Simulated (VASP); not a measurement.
# Sr (Im-3m) in VASP: relaxation of cell and atoms with PBE

Aim: the relaxation of cell and atoms of Sr with PBE.

All numbers are computed with VASP 6.6.1; they aren't measurements. Logs are shortened: lines on timing, memory, paths and dates and some standing lists are left out, and cuts for length are marked.

## 1. The cell of the first run

Symmetry: Im-3m, No. 229, cubic system. Conventional cell: a = 4.076 Å, b = 4.076 Å, c = 4.076 Å, α = 90.00°, β = 90.00°, γ = 90.00°. Within 4.6 Å of Sr (site symmetry m-3m) lie 14 Sr at 3.53 to 4.08 Å.

## 2. Relaxation of cell and atoms, PBE, target pressure 12 GPa, at which the enthalpy is minimised

INCAR

```
PREC = Accurate ; ENCUT = 600
EDIFF = 1E-7 ; ISMEAR = -1
SIGMA = 0.1 ; LREAL = F
LASPH = T ; NELM = 60
ALGO = Normal ; ISIF = 3
LWAVE = F ; LCHARG = F
GGA = PE ; IBRION = 2
NSW = 60 ; EDIFFG = -0.005
PSTRESS = 120.0
```

KPOINTS

```
Automatic mesh
0
Gamma
  13 13 13
```

POSCAR

```
Sr
1.0
   -2.0378138827      2.0378138827      2.0378138827
    2.0378138827     -2.0378138827      2.0378138827
    2.0378138827      2.0378138827     -2.0378138827
Sr
1
Direct
    0.0000000000      0.0000000000      0.0000000000
```

Potentials or basis: VASP PAW PBE potentials, release 64 (Sr_sv).

On the command line:

```sh
> cat potpaw_PBE.64/Sr_sv/POTCAR > POTCAR
> mpirun -np 1 vasp_std > vasp.out
```

OUTCAR:

```text
PREC = Accurate
   ENCUT = 600
   EDIFF = 1E-7
   ISMEAR = -1
   LREAL = F
   LASPH = T
   NELM = 60
   ISIF = 3
   GGA = PE
   IBRION = 2
   NSW = 60
   EDIFFG = -0.005
   PSTRESS = 120.0

 ion  position               nearest neighbor table
   1  0.000  0.000  0.000-

  LATTYP: Found a body centered cubic cell.
 ALAT       =     4.0756277654

  Lattice vectors:

 A1 = (  -2.0378138827,   2.0378138827,   2.0378138827)
 A2 = (   2.0378138827,  -2.0378138827,   2.0378138827)
 A3 = (   2.0378138827,   2.0378138827,  -2.0378138827)

Analysis of symmetry for initial positions (statically):
=====================================================================
 Subroutine PRICEL returns:
 Original cell was already a primitive cell.

 Routine SETGRP: Setting up the symmetry group for a
 body centered cubic supercell.

 Subroutine GETGRP returns: Found 48 space group operations
 (whereof 48 operations were pure point group operations)
 out of a pool of 48 trial point group operations.

The static configuration has the point symmetry O_h .

Analysis of symmetry for dynamics (positions and initial velocities):
=====================================================================
 Subroutine PRICEL returns:
 Original cell was already a primitive cell.

 Routine SETGRP: Setting up the symmetry group for a
 body centered cubic supercell.

 Subroutine GETGRP returns: Found 48 space group operations
 (whereof 48 operations were pure point group operations)
 out of a pool of 48 trial point group operations.

The dynamic configuration has the point symmetry O_h .

 Subroutine INISYM returns: Found 48 space group operations
 (whereof 48 operations are pure point group operations),
 and found     1 'primitive' translations

----------------------------------------------------------------------------------------

                                     Primitive cell

  volume of cell :      33.8496

  direct lattice vectors                    reciprocal lattice vectors
    -2.037813883  2.037813883  2.037813883     0.000000000  0.245360974  0.245360974
     2.037813883 -2.037813883  2.037813883     0.245360974  0.000000000  0.245360974
     2.037813883  2.037813883 -2.037813883     0.245360974  0.245360974  0.000000000

  length of vectors
     3.529597181  3.529597181  3.529597181     0.346992818  0.346992818  0.346992818

  position of ions in fractional coordinates (direct lattice)
     0.000000000  0.000000000  0.000000000

  ion indices of the primitive-cell ions
   primitive index   ion index
                 1           1

----------------------------------------------------------------------------------------

 KPOINTS: Automatic mesh

Automatic generation of k-mesh.
 Grid dimensions read from file:
 generate k-points for:   13   13   13

 Generating k-lattice:

  Cartesian coordinates                     Fractional coordinates (reciprocal lattice)
     0.000000000  0.018873921  0.018873921     0.076923077  0.000000000  0.000000000
     0.018873921  0.000000000  0.018873921     0.000000000  0.076923077  0.000000000
     0.018873921  0.018873921  0.000000000     0.000000000  0.000000000  0.076923077

  Length of vectors
     0.026691755  0.026691755  0.026691755

  Shift w.r.t. Gamma in fractional coordinates (k-lattice)
     0.000000000  0.000000000  0.000000000

 Subroutine IBZKPT returns following result:
 ===========================================

 Found     84 irreducible k-points:

 Following reciprocal coordinates:
            Coordinates               Weight
  0.000000  0.000000  0.000000      1.000000
  0.076923  0.000000  0.000000     12.000000
  0.153846  0.000000  0.000000     12.000000
  0.230769  0.000000  0.000000     12.000000
  0.307692  0.000000  0.000000     12.000000
  0.384615  0.000000  0.000000     12.000000
[... 16 lines left out ...]
  0.153846  0.076923  0.076923     24.000000
  0.230769  0.076923  0.076923     24.000000
 [... further k-points ...]
   k-points           NKPTS =     84   k-points in BZ     NKDIM =     84   number of bands    NBANDS=      9
   number of dos      NEDOS =    301   number of ions     NIONS =      1
   total plane-waves  NPLWV =  21952
   dimension x,y,z NGX =    28 NGY =   28 NGZ =   28
   dimension x,y,z NGXF=    56 NGYF=   56 NGZF=   56
   ions per type =               1
   NGX,Y,Z   is equivalent  to a cutoff of  13.19, 13.19, 13.19 a.u.
   NGXF,Y,Z  is equivalent  to a cutoff of  26.38, 26.38, 26.38 a.u.
 SYSTEM =  unknown system
   PREC   = accura    normal or accurate (medium, high low for compatibility)
   ISTART =      0    job   : 0-new  1-cont  2-samecut
   ICHARG =      2    charge: 1-file 2-atom 10-const
   ISPIN  =      1    spin polarized calculation?
   LNONCOLLINEAR =      F non collinear calculations
   LSORBIT =      F    spin-orbit coupling
   LASPH  =      T    aspherical Exc in radial PAW
   ENCUT  =  600.0 eV  44.10 Ry    6.64 a.u.   7.05  7.05  7.05*2*pi/ulx,y,z
   NELM   =     60;   NELMIN=  2; NELMDL= -5     # of ELM steps
   EDIFF  = 0.1E-06   stopping-criterion for ELM
   LREAL  =      F    real-space projection
   EDIFFG = -.5E-02   stopping-criterion for IOM
   NSW    =     60    number of steps for IOM
   IBRION =      2    ionic relax: 0-MD 1-quasi-New 2-CG
   NFREE  =      1    steps in history (QN), initial steepest desc. (CG)
   ISIF   =      3    stress and relaxation
   ISYM   =      2    0-nonsym 1-usesym 2-fastsym
   POTIM  = 0.5000    time-step for ionic-motion
   TEBEG  =    0.0;   TEEND  =   0.0 temperature during run
   PSTRESS=  120.0 pullay stress
   NELECT =      10.0000    total number of electrons
   NUPDOWN=      -1.0000    fix difference up-down
   EMIN   =  10.00;   EMAX   =-10.00  energy-range for DOS
   EFERMI =   0.00;   METHOD = LEGACY
   ISMEAR =    -1;   SIGMA  =   0.10  broadening in eV -4-tet -1-fermi 0-gaus
   EFERMI_NEDOS =   21; number of points for ismear=-14 and -15
   IALGO  =     38    algorithm
   IMIX   =      4    mixing-type and parameters
     AMIX     =   0.40;   BMIX     =  1.00
     AMIX_MAG =   1.60;   BMIX_MAG =  1.00
  volume/ion in A,a.u.               =      33.85       228.43
  Fermi-wavevector in a.u.,A,eV,Ry     =   1.090328  2.060420 16.174799  1.188814
  Thomas-Fermi vector in A             =   2.226550
   LORBIT       =      0    0 simple, 1 ext, 2 COOP (PROOUT), +10 PAW based schemes
   GGA     = PE    functional components
   LHFCALC =     F    Hartree Fock is set to
   AEXX    =    0.0000 exact exchange contribution
   IVDW    =     0    specifies the selected vdW correction
   LEPSILON=     F    determine dielectric tensor
   LRPA    =     F    only Hartree local field effects (RPA)
 conjugate gradient relaxation of ions
 non-spin polarized calculation
  energy-cutoff  :      600.00
  volume of cell :       33.85
 maximum number of plane-waves:      1157
   NGX = 15   NGY = 15   NGZ = 15

--------------------------------------- Ionic step        1  -------------------------------------------

 number of electron      10.0000000 magnetization

 Free energy of the ion-electron system (eV)
  ---------------------------------------------------
  ext. energy  EPLUGINS =         0.00000000
  ---------------------------------------------------
  free energy    TOTEN  =        -1.11862660 eV

  energy without entropy =       -1.09075598  energy(sigma->0) =       -1.10469129

 E-fermi :   3.4359     XC(G=0):  -8.9969

 val. band max:        3.4304611455   @ k =   0.3077   0.2308   0.0769
 cond. band min:       3.4979260730   @ k =  -0.3846   0.4615   0.2308
 fundamental gap:      0.0674649275
 Fermi energy:         3.4359484050

 k-point     1 :       0.0000    0.0000    0.0000
  band No.  band energies     occupation
      1     -32.2789      2.00000
      2     -13.8764      2.00000
      3     -13.8764      2.00000
      4     -13.8764      2.00000
      5      -0.6126      2.00000
      6       6.5129      0.00000
      7       6.5129      0.00000
      8       6.5129      0.00000
      9       8.5211      0.00000

 k-point     2 :       0.0769    0.0000    0.0000
  band No.  band energies     occupation
      1     -32.2718      2.00000
      2     -13.9367      2.00000
      3     -13.8935      2.00000
      4     -13.8772      2.00000
      5      -0.4417      2.00000
      6       6.3579      0.00000
      7       6.4195      0.00000
      8       6.6846      0.00000
      9       8.2675      0.00000
[... 329 lines left out ...]
  FREE ENERGIE OF THE ION-ELECTRON SYSTEM (eV)
  ---------------------------------------------------
  free  energy   TOTEN  =        -1.0907065204 eV

  energy  without entropy=       -1.0629525775  energy(sigma->0) =       -1.07682955

  enthalpy is  TOTEN    =         1.4163481276 eV   P V=        2.5070546480

--------------------------------------- Ionic step        3  -------------------------------------------

 number of electron      10.0000000 magnetization

 Free energy of the ion-electron system (eV)
  ---------------------------------------------------
  ext. energy  EPLUGINS =         0.00000000
  ---------------------------------------------------
  free energy    TOTEN  =        -1.09750533 eV

  energy without entropy =       -1.06972461  energy(sigma->0) =       -1.08361497

 E-fermi :   3.4756     XC(G=0):  -9.0294

 val. band max:        3.4745216703   @ k =   0.3077   0.2308   0.0769
 cond. band min:       3.5319118178   @ k =  -0.3846   0.4615   0.2308
 fundamental gap:      0.0573901475
 Fermi energy:         3.4756069860

 k-point     1 :       0.0000    0.0000    0.0000
  band No.  band energies     occupation
      1     -32.2299      2.00000
      2     -13.8165      2.00000
      3     -13.8165      2.00000
      4     -13.8165      2.00000
      5      -0.5746      2.00000
      6       6.5634      0.00000
      7       6.5634      0.00000
      8       6.5634      0.00000
      9       8.5862      0.00000

 k-point     2 :       0.0769    0.0000    0.0000
  band No.  band energies     occupation
      1     -32.2225      2.00000
      2     -13.8783      2.00000
      3     -13.8340      2.00000
      4     -13.8173      2.00000
      5      -0.4018      2.00000
      6       6.4070      0.00000
      7       6.4695      0.00000
      8       6.7367      0.00000
      9       8.3300      0.00000
[... 286 lines left out ...]
 POSITION                                       TOTAL-FORCE (eV/Angst)
 -----------------------------------------------------------------------------------
      0.00000      0.00000      0.00000         0.000000     -0.000000      0.000000
 -----------------------------------------------------------------------------------
    total drift:                                0.000000     -0.000000      0.000000

  FREE ENERGIE OF THE ION-ELECTRON SYSTEM (eV)
  ---------------------------------------------------
  free  energy   TOTEN  =        -1.0975053330 eV

  energy  without entropy=       -1.0697246124  energy(sigma->0) =       -1.08361497

  enthalpy is  TOTEN    =         1.4163158203 eV   P V=        2.5138211533

 reached required accuracy - stopping structural energy minimisation
```

It took 32 s on 1 thread of AMD EPYC 9R45 (Zen 5), shared host; peak memory 0.16 GiB.

Results:

```
Free energy                                            : -1.0975 eV
Relaxed volume                                         : 33.56 Å³/atom
Relaxed cell                                           : a = 3.520 Å, b = 3.520 Å, c = 3.520 Å, α = 109.47°, β = 109.47°, γ = 109.47°
Space group after relaxing (to 0.05 Å)                 : Im-3m (No. 229)
Energy change on relaxing (the enthalpy is what falls) : +21.1 meV/atom
Ionic steps                                            : 3
Pressure after relaxing                                : 12.0 GPa
Band gap on the k mesh                                 : zero (band 5 reaches 4.26 eV, above the bottom of band 6 at 2.62 eV)
```

The path:
```csv
step,energy change (eV),largest force (eV/Å),pressure (GPa),volume (Å³)
1,0.0000,0.0000,11.63,33.85
2,0.0279,0.0000,12.12,33.47
3,0.0211,0.0000,12.00,33.56
```

Final structure:
```yaml
crystal:
  lattice:
    - [-2.03205, 2.03205, 2.03205]
    - [2.03205, -2.03205, 2.03205]
    - [2.03205, 2.03205, -2.03205]
  atoms:
    - { symbol: Sr, position: [0.00000, 0.00000, 0.00000] }
```

Caveat: the cell is relaxed towards a set pressure, so the enthalpy falls and the energy may rise.
